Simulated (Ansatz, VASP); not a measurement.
# HfO2: VASP beside Ansatz

```
Hf O
1.0
     0.00000    2.59463    2.59463
     2.59463    0.00000    2.59463
     2.59463    2.59463    0.00000
Hf O
1 2
Cartesian
  0.0000 0.0000 0.0000
  1.2973 1.2973 1.2973
  3.8919 3.8919 3.8919
```

Alike in both runs: functional PBE; k mesh 9 × 9 × 9; no spin polarisation.

Ansatz relaxed the structure, and its values are those at the end. VASP's run is a single point on that final structure, the one shown.

```csv
,VASP,Ansatz
version,VASP 6.6.1,Ansatz 0.2.0
potentials or method,"VASP PAW PBE potentials, release 64 (Hf_pv, O), cutoff 520 eV",PAW plane waves
occupations,"fermi-dirac, width 0.1 eV",fermi-dirac
valence electrons in the cell,22,38
```

```tsv
	VASP	Ansatz	Ansatz less VASP
gap on the k mesh at the Fermi level (eV)	3.71	3.71	+0.004
pressure (GPa)	-14.9	-11.7	+3.15
```

VASP's potentials hold 22 valence electrons a cell and Ansatz's 38, so a difference there can come from the potentials and not from the codes. Ansatz's warnings: stress scf threshold loose.

Spin-orbit coupling is off throughout.
